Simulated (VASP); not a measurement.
Write the native input for VASP 6.6.1 that does the following.

```yaml
Task: electric field gradients
Functional: PBEsol
Potentials_or_basis: VASP PAW PBE potentials, release 64 (Li_sv)
Cutoff: 520 eV
k_mesh: 12 × 12 × 12
Occupations: fermi-dirac, width 0.05 eV
Spin: no spin polarisation
Dipole_correction: no
Further_INCAR_settings: ALGO = Normal; EDIFF = 1e-08; NBANDS = 12
```

The structure of Li lies in POSCAR:

```
Li
1.0
    1.5194889864      0.8772773753      7.5883000000
   -1.5194889864      0.8772773753      7.5883000000
    0.0000000000     -1.7545547507      7.5883000000
Li
3
Direct
    0.0000000000      0.0000000000      0.0000000000
    0.2220000000      0.2220000000      0.2220000000
    0.7780000000      0.7780000000      0.7780000000
```

This cell differs from its parent crystal: equal xx and yy strain of -2 %.

One way to write it, as run:

INCAR

```
SYSTEM = Li
PREC     = Accurate       ! precision mode
ENCUT    = 520            ! plane-wave cutoff, eV
EDIFF    = 1E-8           ! SCF threshold, eV
ISMEAR   = -1             ! smearing method
SIGMA    = 0.05           ! smearing width, eV
LREAL    = .False.        ! projectors in reciprocal space
LASPH    = .True.         ! aspherical terms in the spheres
NELM     = 60             ! most SCF steps
ALGO     = Normal         ! electronic algorithm
ISIF     = 2              ! what is computed and relaxed
LWAVE    = .False.        ! write WAVECAR
LCHARG   = .False.        ! write CHGCAR
GGA      = PS             ! functional
LEFG     = .True.       
NBANDS   = 12             ! bands
```

KPOINTS

```
regular mesh
0
Gamma
  12 12 12
  0 0 0
```

Potentials or basis: VASP PAW PBE potentials, release 64 (Li_sv).

Run with:

```console
$ cat potpaw_PBE.64/Li_sv/POTCAR > POTCAR
$ mpirun -np 1 vasp_std > vasp.out
```

Results of the run:

The largest force is 0.010 eV/Å and the band gap on the k mesh is zero (an odd number of electrons rules out a gap without spin polarisation). The largest electric field gradient by atom is under 0.05 V/Å² on every atom.

Caveat: the cell differs from its parent crystal (equal xx and yy strain of -2 %); the PAW data sets were made with another functional, which shifts forces and pressure a little.

Run time: 5.2 min on 1 thread of Intel(R) Xeon(R) 6975P-C (Granite Rapids), on a shared host, peak memory 0.49 GiB.
